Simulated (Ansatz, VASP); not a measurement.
# AlP in VASP and in Ansatz

```
Al P
1.0
     0.00000    2.73521    2.73521
     2.73521    0.00000    2.73521
     2.73521    2.73521    0.00000
Al P
1 1
Cartesian
  0.0000 0.0000 0.0000
  4.1028 4.1028 4.1028
```

Alike in both runs: task single point; functional PBEsol; k mesh 10 × 10 × 10; occupations gaussian, width 0.05 eV; no spin polarisation.

```csv
,VASP,Ansatz
version,VASP 6.6.1,Ansatz 0.2.0
potentials or method,"VASP PAW PBE potentials, release 64 (Al, P), cutoff 500 eV","scalar-relativistic, plane waves, PAW"
valence electrons in the cell,8,8
```

```tsv
	VASP	Ansatz	Ansatz less VASP
gap on the k mesh at the Fermi level (eV)	1.45	1.45	+0.003
least direct gap on the mesh (eV)	3.16	3.15	-0.006
pressure (GPa)	0.0	0.0	-0.03
```

VASP's potentials were made for PBE, not for PBEsol. With one functional, cell and mesh, what is left measures potentials, basis and numerics.
